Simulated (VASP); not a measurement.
A run of VASP 6.6.1:

Contents of INCAR:

```
ALGO     = Normal         # electronic algorithm
EDIFF    = 1E-7           # SCF threshold, eV
ENCUT    = 520            # plane-wave cutoff, eV
GGA      = CA             # functional
ISIF     = 2              # what is computed and relaxed
ISMEAR   = 0              # smearing method
LASPH    = T              # aspherical terms in the spheres
LCHARG   = F              # write CHGCAR
LREAL    = F              # projectors in reciprocal space
LWAVE    = F              # write WAVECAR
NBANDS   = 32             # bands
NELM     = 100            # most SCF steps
PREC     = Accurate       # precision mode
SIGMA    = 0.05           # smearing width, eV
```

KPOINTS

```
k-points
0
Gamma
  14 14 8
```

File POSCAR:

```
Lu
1.0
    3.3836598924      0.0000000000      0.0000000000
   -1.6918299462      2.9303354246      0.0000000000
    0.0000000000      0.0000000000      5.2377361079
Lu
2
Direct
    0.3333333333      0.6666666667      0.7500000000
    0.6666666667      0.3333333333      0.2500000000
```

Potentials or basis: VASP PAW PBE potentials, release 64 (Lu).

Run with:

```console
$ cat potpaw_PBE.64/Lu/POTCAR > POTCAR
$ mpirun -np 1 vasp_std > vasp.out
```

Hardware: 1 thread of Intel Xeon 8259CL, with other jobs on the host.

Estimate the wall time of this run.

It took 5.2 min on 1 thread of Intel Xeon 8259CL (shared host), peak memory 0.28 GiB. Counts: scf iterations 13, k points 120.
